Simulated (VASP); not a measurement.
# CaO (Fm-3m) in VASP: further runs

CaO is run at these levels: LDA; tasks: single point, relaxation of cell and atoms.

All numbers are computed with VASP 6.6.1; they aren't measurements. Logs are shortened: lines on timing, memory, paths and dates and some standing lists are left out, and cuts for length are marked.

### Step 1. The cell of the first run

Symmetry: Fm-3m, No. 225, cubic system. The conventional cell has a = 4.708 Å, b = 4.708 Å, c = 4.708 Å, α = 90.00°, β = 90.00°, γ = 90.00°. Within 3.1 Å of Ca (site symmetry m-3m) lie 6 O at 2.35 Å. Within 3.1 Å of O (site symmetry m-3m) lie 6 Ca at 2.35 Å.

### Step 2. Single point, LDA

INCAR reads:

```
PREC     = Accurate       # precision mode
ENCUT    = 520            # plane-wave cutoff, eV
EDIFF    = 1E-6           # SCF threshold, eV
ISMEAR   = 0              # smearing method
SIGMA    = 0.1            # smearing width, eV
LREAL    = False          # projectors in reciprocal space
LASPH    = True           # aspherical terms in the spheres
NELM     = 80             # most SCF steps
ALGO     = Normal         # electronic algorithm
ISIF     = 2              # what is computed and relaxed
LWAVE    = False          # write WAVECAR
LCHARG   = False          # write CHGCAR
NBANDS   = 15             # bands
```

KPOINTS reads:

```
Automatic mesh
0
Gamma
  8 8 8
```

POSCAR reads:

```
CaO
1.0
    0.0000000000      2.3538798960      2.3538798960
    2.3538798960      0.0000000000      2.3538798960
    2.3538798960      2.3538798960      0.0000000000
Ca O
1 1
Direct
    0.0000000000      0.0000000000      0.0000000000
    0.5000000000      0.5000000000      0.5000000000
```

Potentials or basis: VASP PAW LDA potentials, release 64 (Ca_sv, O).

On the command line:

```console
$ cat potpaw_LDA.64/Ca_sv/POTCAR potpaw_LDA.64/O/POTCAR > POTCAR
$ mpirun -np 1 vasp_std > vasp.out
```

OUTCAR:

```text
PREC = Accurate
   ENCUT = 520
   EDIFF = 1E-6
   ISMEAR = 0
   LREAL = False
   LASPH = True
   NELM = 80
   ISIF = 2

 ion  position               nearest neighbor table
   1  0.000  0.000  0.000-   2 2.35   2 2.35   2 2.35   2 2.35   2 2.35   2 2.35
   2  0.500  0.500  0.500-   1 2.35   1 2.35   1 2.35   1 2.35   1 2.35   1 2.35

  LATTYP: Found a face centered cubic cell.
 ALAT       =     4.7077597920

  Lattice vectors:

 A1 = (   0.0000000000,   2.3538798960,   2.3538798960)
 A2 = (   2.3538798960,   0.0000000000,   2.3538798960)
 A3 = (   2.3538798960,   2.3538798960,   0.0000000000)

Analysis of symmetry for initial positions (statically):
=====================================================================
 Subroutine PRICEL returns:
 Original cell was already a primitive cell.

 Routine SETGRP: Setting up the symmetry group for a
 face centered cubic supercell.

 Subroutine GETGRP returns: Found 48 space group operations
 (whereof 48 operations were pure point group operations)
 out of a pool of 48 trial point group operations.

The static configuration has the point symmetry O_h .

Analysis of symmetry for dynamics (positions and initial velocities):
=====================================================================
 Subroutine PRICEL returns:
 Original cell was already a primitive cell.

 Routine SETGRP: Setting up the symmetry group for a
 face centered cubic supercell.

 Subroutine GETGRP returns: Found 48 space group operations
 (whereof 48 operations were pure point group operations)
 out of a pool of 48 trial point group operations.

The dynamic configuration has the point symmetry O_h .

 Subroutine INISYM returns: Found 48 space group operations
 (whereof 48 operations are pure point group operations),
 and found     1 'primitive' translations

----------------------------------------------------------------------------------------

                                     Primitive cell

  volume of cell :      26.0845

  direct lattice vectors                    reciprocal lattice vectors
     0.000000000  2.353879896  2.353879896    -0.212415256  0.212415256  0.212415256
     2.353879896  0.000000000  2.353879896     0.212415256 -0.212415256  0.212415256
     2.353879896  2.353879896  0.000000000     0.212415256  0.212415256 -0.212415256

  length of vectors
     3.328888873  3.328888873  3.328888873     0.367914015  0.367914015  0.367914015

  position of ions in fractional coordinates (direct lattice)
     0.000000000  0.000000000  0.000000000
     0.500000000  0.500000000  0.500000000

  ion indices of the primitive-cell ions
   primitive index   ion index
                 1           1
                 2           2

----------------------------------------------------------------------------------------

 KPOINTS: Automatic mesh

Automatic generation of k-mesh.
 Grid dimensions read from file:
 generate k-points for:    8    8    8

 Generating k-lattice:

  Cartesian coordinates                     Fractional coordinates (reciprocal lattice)
    -0.026551907  0.026551907  0.026551907     0.125000000  0.000000000  0.000000000
     0.026551907 -0.026551907  0.026551907     0.000000000  0.125000000  0.000000000
     0.026551907  0.026551907 -0.026551907     0.000000000  0.000000000  0.125000000

  Length of vectors
     0.045989252  0.045989252  0.045989252

  Shift w.r.t. Gamma in fractional coordinates (k-lattice)
     0.000000000  0.000000000  0.000000000

 Subroutine IBZKPT returns following result:
 ===========================================

 Found     29 irreducible k-points:

 Following reciprocal coordinates:
            Coordinates               Weight
  0.000000  0.000000  0.000000      1.000000
  0.125000  0.000000  0.000000      8.000000
  0.250000  0.000000  0.000000      8.000000
  0.375000  0.000000  0.000000      8.000000
  0.500000  0.000000  0.000000      4.000000
  0.125000  0.125000  0.000000      6.000000
[... 16 lines left out ...]
  0.500000  0.250000  0.125000     48.000000
 -0.375000  0.250000  0.125000     24.000000
 [... further k-points ...]
   k-points           NKPTS =     29   k-points in BZ     NKDIM =     29   number of bands    NBANDS=     15
   number of dos      NEDOS =    301   number of ions     NIONS =      2
   total plane-waves  NPLWV =  21952
   dimension x,y,z NGX =    28 NGY =   28 NGZ =   28
   dimension x,y,z NGXF=    56 NGYF=   56 NGZF=   56
   ions per type =               1   1
   NGX,Y,Z   is equivalent  to a cutoff of  13.98, 13.98, 13.98 a.u.
   NGXF,Y,Z  is equivalent  to a cutoff of  27.97, 27.97, 27.97 a.u.
 SYSTEM =  unknown system
   PREC   = accura    normal or accurate (medium, high low for compatibility)
   ISTART =      0    job   : 0-new  1-cont  2-samecut
   ICHARG =      2    charge: 1-file 2-atom 10-const
   ISPIN  =      1    spin polarized calculation?
   LNONCOLLINEAR =      F non collinear calculations
   LSORBIT =      F    spin-orbit coupling
   LASPH  =      T    aspherical Exc in radial PAW
   ENCUT  =  520.0 eV  38.22 Ry    6.18 a.u.   6.19  6.19  6.19*2*pi/ulx,y,z
   NELM   =     80;   NELMIN=  2; NELMDL= -5     # of ELM steps
   EDIFF  = 0.1E-05   stopping-criterion for ELM
   LREAL  =      F    real-space projection
   EDIFFG = 0.1E-04   stopping-criterion for IOM
   NSW    =      0    number of steps for IOM
   IBRION =     -1    ionic relax: 0-MD 1-quasi-New 2-CG
   NFREE  =      0    steps in history (QN), initial steepest desc. (CG)
   ISIF   =      2    stress and relaxation
   ISYM   =      2    0-nonsym 1-usesym 2-fastsym
   POTIM  = 0.5000    time-step for ionic-motion
   TEBEG  =    0.0;   TEEND  =   0.0 temperature during run
   PSTRESS=    0.0 pullay stress
   NELECT =      16.0000    total number of electrons
   NUPDOWN=      -1.0000    fix difference up-down
   EMIN   =  10.00;   EMAX   =-10.00  energy-range for DOS
   EFERMI =   0.00;   METHOD = LEGACY
   ISMEAR =     0;   SIGMA  =   0.10  broadening in eV -4-tet -1-fermi 0-gaus
   EFERMI_NEDOS =   21; number of points for ismear=-14 and -15
   IALGO  =     38    algorithm
   IMIX   =      4    mixing-type and parameters
     AMIX     =   0.40;   BMIX     =  1.00
     AMIX_MAG =   1.60;   BMIX_MAG =  1.00
  volume/ion in A,a.u.               =      13.04        88.01
  Fermi-wavevector in a.u.,A,eV,Ry     =   1.390979  2.628569 26.324854  1.934822
  Thomas-Fermi vector in A             =   2.514862
   LORBIT       =      0    0 simple, 1 ext, 2 COOP (PROOUT), +10 PAW based schemes
   GGA     = CA    functional components
   LHFCALC =     F    Hartree Fock is set to
   AEXX    =    0.0000 exact exchange contribution
   IVDW    =     0    specifies the selected vdW correction
   LEPSILON=     F    determine dielectric tensor
   LRPA    =     F    only Hartree local field effects (RPA)
 non-spin polarized calculation
 Gauss-broadening in eV      SIGMA  =   0.10
  energy-cutoff  :      520.00
  volume of cell :       26.08
 maximum number of plane-waves:       725
 NGX is ok and might be reduce to    28
   NGX = 13   NGY = 13   NGZ = 13

 number of electron      15.9999999 magnetization

 Free energy of the ion-electron system (eV)
  ---------------------------------------------------
  ext. energy  EPLUGINS =         0.00000000
  ---------------------------------------------------
  free energy    TOTEN  =       -14.22033037 eV

  energy without entropy =      -14.22033037  energy(sigma->0) =      -14.22033037

 E-fermi :   2.7943     XC(G=0): -11.3382

 val. band max:        2.3871660011   @ k =   0.0000   0.0000   0.0000
 cond. band min:       5.8057079706   @ k =   0.5000   0.5000   0.0000
 fundamental gap:      3.4185419696
 Fermi energy:         2.7943400255

 k-point     1 :       0.0000    0.0000    0.0000
  band No.  band energies     occupation
      1     -34.4365      2.00000
      2     -15.4289      2.00000
      3     -15.4289      2.00000
      4     -15.4289      2.00000
      5     -12.9439      2.00000
      6       2.3872      2.00000
      7       2.3872      2.00000
      8       2.3872      2.00000
      9       7.4702      0.00000
     10       8.6350      0.00000
     11       8.6350      0.00000
     12       8.6350      0.00000
     13      10.3110      0.00000
     14      10.3110      0.00000
     15      17.5658      0.00000

 k-point     2 :       0.1250    0.0000    0.0000
  band No.  band energies     occupation
      1     -34.4152      2.00000
      2     -15.7334      2.00000
      3     -15.4388      2.00000
      4     -15.4388      2.00000
      5     -12.6318      2.00000
      6       1.8156      2.00000
      7       2.1446      2.00000
      8       2.1446      2.00000
      9       8.1631      0.00000
     10       8.6023      0.00000
     11       8.9279      0.00000
     12       8.9279      0.00000
     13      10.7278      0.00000
     14      10.7278      0.00000
     15      18.2581      0.00000

 k-point     3 :       0.2500    0.0000    0.0000
  band No.  band energies     occupation
      1     -34.3634      2.00000
      2     -16.2964      2.00000
      3     -15.4623      2.00000
      4     -15.4623      2.00000
      5     -12.0485      2.00000
      6       0.7334      2.00000
      7       1.6313      2.00000
      8       1.6313      2.00000
      9       8.6940      0.00000
     10       9.6508      0.00000
     11       9.6995      0.00000
     12       9.6995      0.00000
     13      11.7231      0.00000
     14      11.7231      0.00000
     15      18.8525      0.00000
[... 343 lines left out ...]
 k-point    23 :       0.5000    0.2500    0.1250
  band No.  band energies     occupation
      1     -34.2840      2.00000
      2     -16.5377      2.00000
      3     -15.7224      2.00000
      4     -15.5580      2.00000
      5     -11.8367      2.00000
      6       0.2393      2.00000
      7       1.1976      2.00000
      8       1.4872      2.00000
      9       8.2803      0.00000
     10      10.1405      0.00000
     11      11.1398      0.00000
     12      11.3354      0.00000
     13      12.7832      0.00000
     14      14.0028      0.00000
     15      17.7794      0.00000

 k-point    24 :      -0.3750    0.2500    0.1250
  band No.  band energies     occupation
      1     -34.2667      2.00000
      2     -16.6157      2.00000
      3     -15.7419      2.00000
      4     -15.5918      2.00000
      5     -11.7732      2.00000
      6       0.1847      2.00000
      7       1.1766      2.00000
      8       1.2176      2.00000
      9       9.2672      0.00000
     10       9.3372      0.00000
     11      11.4705      0.00000
     12      11.7779      0.00000
     13      13.1031      0.00000
     14      14.8191      0.00000
     15      16.8743      0.00000

 [... further k-points ...]

------------------------ aborting loop because EDIFF is reached ----------------------------------------

  FORCE on cell =-STRESS in cart. coord.  units (eV):
  Direction    XX          YY          ZZ          XY          YZ          ZX
  --------------------------------------------------------------------------------------
  -------------------------------------------------------------------------------------
  Total        0.1628583      0.1628583      0.1628583      0.0000000      0.0000000      0.0000000
  in kB       10.0031703     10.0031703     10.0031703      0.0000000      0.0000000      0.0000000
  external PRESSURE =      10.0031703 kB  Pullay stress =       0.0000000 kB

 VOLUME and BASIS-vectors are now :
 -----------------------------------------------------------------------------
  energy-cutoff  :      520.00
  volume of cell :       26.08
      direct lattice vectors                 reciprocal lattice vectors
     0.000000000  2.353879896  2.353879896    -0.212415256  0.212415256  0.212415256
     2.353879896  0.000000000  2.353879896     0.212415256 -0.212415256  0.212415256
     2.353879896  2.353879896  0.000000000     0.212415256  0.212415256 -0.212415256

 POSITION                                       TOTAL-FORCE (eV/Angst)
 -----------------------------------------------------------------------------------
      0.00000      0.00000      0.00000        -0.000000      0.000000      0.000000
      2.35388      2.35388      2.35388         0.000000     -0.000000     -0.000000
 -----------------------------------------------------------------------------------
    total drift:                                0.000000      0.000000      0.000000

  FREE ENERGIE OF THE ION-ELECTRON SYSTEM (eV)
  ---------------------------------------------------
  free  energy   TOTEN  =       -14.2203303653 eV

  energy  without entropy=      -14.2203303653  energy(sigma->0) =      -14.22033037
```

Wall time 14 s (1 thread of AMD EPYC 7R13, shared host); peak memory 0.12 GiB.

What came out:

```
Free energy            : -14.2203 eV
Pressure               : 1.0 GPa
Band gap on the k mesh : 3.42 eV (least direct gap 3.78 eV)
```

Levels at points of the mesh, in eV from the valence-band top:
```csv
k point,band 5,band 6,band 7,band 8,band 9,band 10,band 11,band 12
"(0.00, 0.00, 0.00)",-15.33,0.00,0.00,0.00,5.08,6.25,6.25,6.25
"(0.50, 0.00, 0.00)",-13.79,-2.86,-1.36,-1.36,7.24,8.64,8.64,8.79
"(0.50, 0.50, 0.00)",-15.09,-1.27,-0.36,-0.36,3.42,8.49,9.23,9.96
```

A k mesh can miss the band edges. A hybrid or GW would open this gap; LDA tends to underestimate it.

### Step 3. Single point, LDA

INCAR reads:

```
SYSTEM = CaO
PREC = Accurate
ENCUT = 520
EDIFF = 1E-7
ISMEAR = 0
SIGMA = 0.02
LREAL = .False.
LASPH = .True.
NELM = 60
ALGO = Normal
ISIF = 2
LWAVE = .False.
LCHARG = .False.
GGA = CA
NBANDS = 15
```

KPOINTS reads:

```
regular mesh
0
Gamma
  8 8 8
  0 0 0
```

POSCAR reads:

```
CaO
1.0
    0.0000000000      2.3537023226      2.3537023226
    2.3537023226      0.0000000000      2.3537023226
    2.3537023226      2.3537023226      0.0000000000
Ca O
1 1
Direct
    0.0000000000      0.0000000000      0.0000000000
    0.5000000000      0.5000000000      0.5000000000
```

Potentials or basis: VASP PAW LDA potentials, release 64 (Ca_sv, O).

On the command line:

```console
$ cat potpaw_LDA.64/Ca_sv/POTCAR potpaw_LDA.64/O/POTCAR > POTCAR
$ mpirun -np 1 vasp_std > vasp.out
```

OUTCAR:

```text
SYSTEM = CaO
   PREC = Accurate
   ENCUT = 520
   EDIFF = 1E-7
   ISMEAR = 0
   LREAL = .False.
   LASPH = .True.
   NELM = 60
   ISIF = 2
   GGA = CA

 ion  position               nearest neighbor table
   1  0.000  0.000  0.000-   2 2.35   2 2.35   2 2.35   2 2.35   2 2.35   2 2.35
   2  0.500  0.500  0.500-   1 2.35   1 2.35   1 2.35   1 2.35   1 2.35   1 2.35

  LATTYP: Found a face centered cubic cell.
 ALAT       =     4.7074046452

  Lattice vectors:

 A1 = (   0.0000000000,   2.3537023226,   2.3537023226)
 A2 = (   2.3537023226,   0.0000000000,   2.3537023226)
[... 619 lines left out ...]

  FORCE on cell =-STRESS in cart. coord.  units (eV):
  Direction    XX          YY          ZZ          XY          YZ          ZX
  --------------------------------------------------------------------------------------
  -------------------------------------------------------------------------------------
  Total        0.1671030      0.1671030      0.1671030      0.0000000      0.0000000      0.0000000
  in kB       10.2662123     10.2662123     10.2662123      0.0000000      0.0000000      0.0000000
  external PRESSURE =      10.2662123 kB  Pullay stress =       0.0000000 kB

 VOLUME and BASIS-vectors are now :
 -----------------------------------------------------------------------------
  energy-cutoff  :      520.00
  volume of cell :       26.08
      direct lattice vectors                 reciprocal lattice vectors
     0.000000000  2.353702323  2.353702323    -0.212431281  0.212431281  0.212431281
     2.353702323  0.000000000  2.353702323     0.212431281 -0.212431281  0.212431281
     2.353702323  2.353702323  0.000000000     0.212431281  0.212431281 -0.212431281

 POSITION                                       TOTAL-FORCE (eV/Angst)
 -----------------------------------------------------------------------------------
      0.00000      0.00000      0.00000         0.000000      0.000000      0.000000
      2.35370      2.35370      2.35370        -0.000000     -0.000000     -0.000000
 -----------------------------------------------------------------------------------
    total drift:                                0.000000      0.000000      0.000000

  FREE ENERGIE OF THE ION-ELECTRON SYSTEM (eV)
  ---------------------------------------------------
  free  energy   TOTEN  =       -14.2202931964 eV

  energy  without entropy=      -14.2202931964  energy(sigma->0) =      -14.22029320
```

OSZICAR:

```text
N       E                     dE             d eps       ncg     rms          rms(c)
DAV:   1     0.126488329058E+03    0.12649E+03   -0.85811E+03   870   0.111E+03
DAV:   2    -0.106401549168E+02   -0.13713E+03   -0.12835E+03  1066   0.299E+02
DAV:   3    -0.158028467362E+02   -0.51627E+01   -0.51230E+01  1024   0.598E+01
DAV:   4    -0.159365243411E+02   -0.13368E+00   -0.13362E+00  1180   0.887E+00
DAV:   5    -0.159386155560E+02   -0.20912E-02   -0.20910E-02  1018   0.939E-01    0.847E+00
DAV:   6    -0.143628031570E+02    0.15758E+01   -0.47025E+00   955   0.218E+01    0.358E+00
DAV:   7    -0.142554917068E+02    0.10731E+00   -0.39429E-01  1010   0.673E+00    0.179E+00
DAV:   8    -0.142211511437E+02    0.34341E-01   -0.76919E-02  1115   0.285E+00    0.360E-01
DAV:   9    -0.142201836994E+02    0.96744E-03   -0.39402E-03   962   0.507E-01    0.915E-02
DAV:  10    -0.142203054962E+02   -0.12180E-03   -0.24344E-04  1170   0.143E-01    0.275E-02
DAV:  11    -0.142202943352E+02    0.11161E-04   -0.19337E-05  1151   0.524E-02    0.920E-03
DAV:  12    -0.142202932725E+02    0.10627E-05   -0.37057E-06  1059   0.225E-02    0.248E-03
DAV:  13    -0.142202931964E+02    0.76026E-07   -0.31622E-07  1017   0.584E-03
   1 F= -.14220293E+02 E0= -.14220293E+02  d E =-.744720E-57
```

It took 16 s on 1 thread of AMD EPYC 7R13, shared host; peak memory 0.11 GiB.

Results:

```yaml
Free_energy: -14.2203 eV
Pressure: 1.0 GPa
Band_gap_on_the_k_mesh: 3.42 eV (least direct gap 3.78 eV)
```

(Continued in part 2 of 2.)
